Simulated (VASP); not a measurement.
# GaN (I-4m2) in VASP: further runs, part 2 of 2

VASP 6.6.1.

### Step 4. Single point, r2SCAN (strain +0.030 along x and y, -0.015 along z)

File POSCAR:

```
GaN
1.0
    0.0000000000      2.3164048720      2.2152027174
    2.3164048720      0.0000000000      2.2152027174
    2.3164048720      2.3164048720      0.0000000000
Ga N
1 1
Direct
    0.0000000000      0.0000000000      0.0000000000
    0.7500000000      0.7500000000      0.7500000000
```

File INCAR.step1:

```
SYSTEM = GaN
  PREC = Accurate
  ENCUT = 520
  ISMEAR = 0
  SIGMA = 0.05
  LREAL = .FALSE.
  LASPH = .TRUE.
  NELM = 100
  NBANDS = 16
  GGA = PE
  ALGO = Normal
  EDIFF = 1E-4
  LWAVE = .TRUE.
  LCHARG = .FALSE.
```

File INCAR.step2:

```
SYSTEM = GaN
  PREC = Accurate
  ENCUT = 520
  EDIFF = 1E-6
  ISMEAR = 0
  SIGMA = 0.05
  LREAL = .FALSE.
  LASPH = .TRUE.
  NELM = 100
  ALGO = Normal
  ISIF = 2
  LWAVE = .FALSE.
  LCHARG = .FALSE.
  METAGGA = R2SCAN
  LMIXTAU = .TRUE.
  NBANDS = 16
  ISTART = 1
```

File KPOINTS:

```
regular mesh
0
G
  10 10 10
  0 0 0
```

Potentials or basis: VASP PAW PBE potentials, release 64 (Ga_d, N).

Command:

```console
$ cat potpaw_PBE.64/Ga_d/POTCAR potpaw_PBE.64/N/POTCAR > POTCAR
$ cp INCAR.step1 INCAR
$ mpirun -np 1 vasp_std > vasp.out
$ cp INCAR.step2 INCAR
$ mpirun -np 1 vasp_std > vasp.out
```

OUTCAR:

```text
SYSTEM = GaN
   PREC = Accurate
   ENCUT = 520
   EDIFF = 1E-6
   ISMEAR = 0
   LREAL = .FALSE.
   LASPH = .TRUE.
   NELM = 100
   ISIF = 2
   METAGGA = R2SCAN
   ISTART = 1

 ion  position               nearest neighbor table
   1  0.000  0.000  0.000-   2 1.98   2 1.98   2 1.98   2 1.98
   2  0.750  0.750  0.750-   1 1.98   1 1.98   1 1.98   1 1.98

  LATTYP: Found a body centered tetragonal cell.
 ALAT       =     3.2758911859
 C/A-ratio  =     1.3524275330

  Lattice vectors:

 A1 = (   0.0000000000,  -2.3164048720,  -2.2152027174)
 A2 = (   0.0000000000,   2.3164048720,  -2.2152027174)
 A3 = (   2.3164048720,   0.0000000000,   2.2152027174)

Analysis of symmetry for initial positions (statically):
=====================================================================
 Subroutine PRICEL returns:
 Original cell was already a primitive cell.

 Routine SETGRP: Setting up the symmetry group for a
 body centered tetragonal supercell.

 Subroutine GETGRP returns: Found  8 space group operations
 (whereof  8 operations were pure point group operations)
 out of a pool of 16 trial point group operations.

The static configuration has the point symmetry D_2d.

Analysis of symmetry for dynamics (positions and initial velocities):
=====================================================================
 Subroutine PRICEL returns:
 Original cell was already a primitive cell.

 Routine SETGRP: Setting up the symmetry group for a
 body centered tetragonal supercell.

 Subroutine GETGRP returns: Found  8 space group operations
 (whereof  8 operations were pure point group operations)
 out of a pool of 16 trial point group operations.

The dynamic configuration has the point symmetry D_2d.

 Subroutine INISYM returns: Found  8 space group operations
 (whereof  8 operations are pure point group operations),
 and found     1 'primitive' translations

[... 106 lines left out ...]
   NUPDOWN=      -1.0000    fix difference up-down
   EMIN   =  10.00;   EMAX   =-10.00  energy-range for DOS
   EFERMI =   0.00;   METHOD = LEGACY
   ISMEAR =     0;   SIGMA  =   0.05  broadening in eV -4-tet -1-fermi 0-gaus
   EFERMI_NEDOS =   21; number of points for ismear=-14 and -15
   IALGO  =     38    algorithm
   IMIX   =      4    mixing-type and parameters
     AMIX     =   0.40;   BMIX     =  1.00
     AMIX_MAG =   1.60;   BMIX_MAG =  1.00
  volume/ion in A,a.u.               =      11.89        80.21
  Fermi-wavevector in a.u.,A,eV,Ry     =   1.492135  2.819727 30.292932  2.226468
  Thomas-Fermi vector in A             =   2.604702
   LORBIT       =      0    0 simple, 1 ext, 2 COOP (PROOUT), +10 PAW based schemes
   METAGGA = R2SCAN    functional components
   LHFCALC =     F    Hartree Fock is set to
   AEXX    =    0.0000 exact exchange contribution
   IVDW    =     0    specifies the selected vdW correction
   LEPSILON=     F    determine dielectric tensor
   LRPA    =     F    only Hartree local field effects (RPA)
 non-spin polarized calculation
 Gauss-broadening in eV      SIGMA  =   0.05
  energy-cutoff  :      520.00
  volume of cell :       23.77
 maximum number of plane-waves:       660
   NGX = 11   NGY = 11   NGZ = 13

 number of electron      17.9999990 magnetization

 Free energy of the ion-electron system (eV)
  ---------------------------------------------------
  ext. energy  EPLUGINS =         0.00000000
  ---------------------------------------------------
  free energy    TOTEN  =       -21.86552987 eV

  energy without entropy =      -21.86552987  energy(sigma->0) =      -21.86552987

 E-fermi :   5.0415     XC(G=0): -12.4148

 val. band max:        4.7387573530   @ k =   0.0000   0.0000   0.0000
 cond. band min:       6.4743765669   @ k =   0.0000   0.0000   0.0000
 fundamental gap:      1.7356192139
 Fermi energy:         5.0415135946

 k-point     1 :       0.0000    0.0000    0.0000
  band No.  band energies     occupation
      1     -11.7940      2.00000
      2      -9.2131      2.00000
      3      -9.2131      2.00000
      4      -9.1711      2.00000
      5      -8.8895      2.00000
      6      -8.8887      2.00000
[... 433 lines left out ...]
      3      -8.9995      2.00000
      4      -8.9953      2.00000
      5      -8.8223      2.00000
      6      -7.9271      2.00000
[... 8 lines left out ...]
     15      27.1222      0.00000
     16      27.1482      0.00000

 [... further k-points ...]
[... 5 lines left out ...]
  --------------------------------------------------------------------------------------
  -------------------------------------------------------------------------------------
  Total       -1.2960804     -1.2960804     -0.5016142      0.0000000      0.0000000      0.0000000
  in kB      -87.3514524    -87.3514524    -33.8071092      0.0000000      0.0000000      0.0000000
  external PRESSURE =     -69.5033380 kB  Pullay stress =       0.0000000 kB

 VOLUME and BASIS-vectors are now :
 -----------------------------------------------------------------------------
  energy-cutoff  :      520.00
  volume of cell :       23.77
      direct lattice vectors                 reciprocal lattice vectors
     0.000000000  2.316404872  2.215202717    -0.215851730  0.215851730  0.225712977
     2.316404872  0.000000000  2.215202717     0.215851730 -0.215851730  0.225712977
     2.316404872  2.316404872  0.000000000     0.215851730  0.215851730 -0.225712977

 POSITION                                       TOTAL-FORCE (eV/Angst)
 -----------------------------------------------------------------------------------
      0.00000      0.00000      0.00000         0.000000      0.000000      0.000000
      3.47461      3.47461      3.32280         0.000000      0.000000      0.000000
 -----------------------------------------------------------------------------------
    total drift:                               -0.000006     -0.000006     -0.000024

  FREE ENERGIE OF THE ION-ELECTRON SYSTEM (eV)
  ---------------------------------------------------
  free  energy   TOTEN  =       -21.8655298655 eV

  energy  without entropy=      -21.8655298655  energy(sigma->0) =      -21.86552987
```

It used 80 s of CPU time on 1 thread of Intel(R) Xeon(R) Platinum 8488C (Sapphire Rapids), on a shared host.

What came out:

| Item | Value |
| --- | --- |
| Free energy | -21.8655 eV |
| Pressure | -7.0 GPa |
| Band gap on the k mesh | 1.74 eV, direct |

Stress tensor (GPa, compression positive):
```
-8.74  0.00  0.00
 0.00 -8.74  0.00
 0.00  0.00 -3.38
```

Levels at points of the mesh, in eV from the valence-band top:
```
           k point  band 5  band 6  band 7  band 8  band 9  band 10  band 11  band 12  band 13  band 14
(0.00, 0.00, 0.00)  -13.63  -13.63   -0.19   -0.19    0.00     1.74    10.55    10.69    10.69    17.90
(0.50, 0.00, 0.00)  -13.57  -12.50   -7.03   -1.23   -0.92     4.72     9.12    10.35    11.06    16.00
(0.50, 0.50, 0.00)  -13.54  -11.97   -5.86   -2.99   -2.99     3.46     6.39    12.58    14.24    14.24
(0.50, 0.00, 0.50)  -13.56  -12.19   -6.34   -2.67   -2.64     3.73     7.12    11.95    13.95    14.98
```

Caveat: the cell differs from its parent crystal (strain +0.030 along x and y, -0.015 along z); the PAW data sets were made with another functional, which shifts forces and pressure a little.

### Step 5. Summary

| cell | gap on the mesh (eV) | pressure (GPa) |
| --- | --- | --- |
| a = 3.157, b = 3.157, c = 3.228 Å, angles 59.3, 59.3, 61.5°, 2 atoms | 2.03 | 1.1 |
| a = 3.182, b = 3.182, c = 3.276 Å, angles 59.0, 59.0, 62.0°, 2 atoms | 1.79 | -4.5 |
| a = 3.205, b = 3.205, c = 3.276 Å, angles 59.3, 59.3, 61.5°, 2 atoms | 1.74 | -7.0 |

Alike in all rows: task single point; level r2SCAN; potentials or basis VASP PAW PBE potentials, release 64 (Ga_d, N); no spin polarisation; k mesh 10 × 10 × 10; cutoff (eV) 520; smearing gaussian 0.05 eV.

Caveats: the PAW data sets were made with another functional, which shifts forces and pressure a little.

Absolute energies hang on the potentials; compare differences alone.
